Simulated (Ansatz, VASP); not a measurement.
**BN: VASP beside Ansatz**

```xyz
2
Lattice="0.0000 1.8195 1.8195 1.8195 0.0000 1.8195 1.8195 1.8195 0.0000" Properties=species:S:1:pos:R:3 pbc="T T T"
B     0.0000    0.0000    0.0000
N     2.7292    2.7292    2.7292
```

Change from the starting cell: volume scaled by 1.02.

Alike in both runs: task single point; functional PBEsol; k mesh 13 × 13 × 13; occupations fermi-dirac, width 0.03 eV; no spin polarisation.

|  | VASP | Ansatz |
| --- | --- | --- |
| version | VASP 6.6.1 | Ansatz 0.2.0 |
| potentials or method | VASP PAW PBE potentials, release 64 (B, N), cutoff 520 eV | all-electron LAPW, scalar-relativistic |

Ansatz gave:

| Property | Result |
| --- | --- |
| gap on the k mesh at the Fermi level (eV) | 4.34 |
| pressure (GPa) | -10.1 |

**Question.** Which values does VASP return?

**Answer.** gap on the k mesh at the Fermi level (eV): 4.33; pressure (GPa): -9.6.

VASP's potentials were made for PBE, not for PBEsol. Ansatz ran all-electron here, and VASP with PAW potentials.
